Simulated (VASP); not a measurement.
Wanted: the native input for a VASP 6.6.1 run.

| Property | Result |
| --- | --- |
| Task | single point |
| Functional | PBEsol |
| Potentials or basis | VASP PAW PBE potentials, release 64 (Sn_d, O) |
| Cutoff | 520 eV |
| k mesh | 7 × 7 × 6 |
| Occupations | fermi-dirac, width 0.05 eV |
| Spin | no spin polarisation |
| Dipole correction | no |
| Further INCAR settings | ALGO = Normal; EDIFF = 1e-07; NBANDS = 28 |

The structure of SnO lies in POSCAR:

```
SnO
1.0
    3.5568660057      0.0000000000      0.0000000000
    0.0000000000      3.5568660057      0.0000000000
    0.0000000000      0.0000000000      4.0156383552
Sn O
2 2
Direct
    0.5000000000      0.0000000000      0.7097506857
    0.0000000000      0.5000000000      0.2902493143
    0.0000000000      0.0000000000      0.0000000000
    0.5000000000      0.5000000000      0.0000000000
```

The input as run:

INCAR

```
SYSTEM = SnO
  ALGO = Normal
  EDIFF = 1E-7
  ENCUT = 520
  GGA = PS
  ISIF = 2
  ISMEAR = -1
  LASPH = .TRUE.
  LCHARG = .FALSE.
  LREAL = .FALSE.
  LWAVE = .FALSE.
  NBANDS = 28
  NELM = 60
  PREC = Accurate
  SIGMA = 0.05
```

KPOINTS

```
k-points
0
G
  7 7 6
  0 0 0
```

Potentials or basis: VASP PAW PBE potentials, release 64 (Sn_d, O).

Run with:

```console
$ cat potpaw_PBE.64/Sn_d/POTCAR potpaw_PBE.64/O/POTCAR > POTCAR
$ mpirun -np 1 vasp_std > vasp.out
```

Results of the run:

| Quantity | Value |
| --- | --- |
| Pressure | 30.5 GPa |
| Largest force | 0.111 eV/Å |
| Band gap on the k mesh | zero (bands 20 and 21 overlap by 1.74 eV) |

Caveat: the cell stands under pressure; the PAW data sets were made with another functional, which shifts forces and pressure a little; spin-orbit coupling is left out, which moves the levels of the heavy elements.

It took 83 s on 1 thread of Intel Xeon 8259CL, with other jobs on the host, peak memory 0.19 GiB.
